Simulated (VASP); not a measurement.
Ti: single point with LDA

The system is Ti.

```
Ti
1.0
     0.00000    1.68493    1.68493
     1.68493    0.00000    1.68493
     1.68493    1.68493    0.00000
Ti
1
Direct
  0.00000 0.00000 0.00000
```

* Program: VASP 6.6.1
* Task: single point
* Functional: LDA
* Potentials or basis: VASP PAW LDA potentials, release 64 (Ti_sv)
* Cutoff: 520 eV
* k mesh: 19 × 19 × 19
* Occupations: fermi-dirac, width 0.1 eV
* Spin: no spin polarisation
* Dipole correction: no
* Further INCAR settings: ALGO = Normal; EDIFF = 1e-06; NBANDS = 12

- Pressure: 140.0 GPa
- Band gap on the k mesh: zero (band 6 reaches 17.05 eV, above the bottom of band 7 at 15.19 eV)

Levels at points of the mesh, in eV from the Fermi level:
| k point | band 2 | band 3 | band 4 | band 5 | band 6 | band 7 | band 8 | band 9 | band 10 | band 11 |
| --- | --- | --- | --- | --- | --- | --- | --- | --- | --- | --- |
| (0.00, 0.00, 0.00) | -30.32 | -30.32 | -30.32 | -6.24 | 0.77 | 0.77 | 0.77 | 4.28 | 4.28 | 18.64 |

Run time: 57 s on 1 thread of Intel Xeon 8259CL (shared host), peak memory 0.13 GiB.
